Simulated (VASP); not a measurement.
HfO2: single point with PBE

HfO2:

```xyz
3
Lattice="0.0000 2.5575 2.6598 2.5575 0.0000 2.6598 2.5575 2.5575 0.0000" Properties=species:S:1:pos:R:3 pbc="T T T"
Hf    0.0000    0.0000    0.0000
O     1.2788    1.2788    1.3299
O     3.8363    3.8363    3.9897
```

This cell differs from its parent crystal: strain +0.000 along x and y, +0.040 along z.

- Program: VASP 6.6.1
- Task: single point
- Functional: PBE
- Potentials or basis: VASP PAW PBE potentials, release 64 (Hf_pv, O)
- Cutoff: 520 eV
- k mesh: 8 × 8 × 8
- Occupations: gaussian, width 0.05 eV
- Spin: no spin polarisation
- Dipole correction: no
- Further INCAR settings: ALGO = Normal; EDIFF = 1e-06; NBANDS = 18

* Pressure: -14.1 GPa
* Band gap on the k mesh: 3.30 eV, indirect (least direct gap 3.41 eV)

Stress tensor (GPa, compression positive):
```
 -8.40   0.00   0.00
  0.00  -8.40   0.00
  0.00   0.00 -25.39
```

Levels at points of the mesh, in eV from the valence-band top:
```
           k point  band 7  band 8  band 9  band 10  band 11  band 12  band 13  band 14  band 15  band 16
(0.00, 0.00, 0.00)   -5.10   -5.07   -1.04    -0.55    -0.55     3.30     3.74     5.24     9.39     9.47
(0.50, 0.00, 0.00)   -4.02   -3.08   -2.73    -1.92    -1.86     4.13     4.29     6.20     8.53     8.54
(0.50, 0.50, 0.00)   -3.42   -3.42   -1.44    -1.44    -0.39     3.47     5.00     5.52     7.28     7.28
(0.50, 0.00, 0.50)   -3.57   -3.37   -1.94    -1.29     0.00     3.41     5.05     6.07     7.36     7.65
```

Run time: 30 s on 1 thread of Intel(R) Xeon(R) Platinum 8259CL CPU @ 2.50GHz (Skylake/Cascade Lake), with other jobs on the host, peak memory 0.18 GiB.

Caveat: the cell differs from its parent crystal (strain +0.000 along x and y, +0.040 along z); spin-orbit coupling is left out, which moves the levels of the heavy elements. A k mesh can miss the band edges.
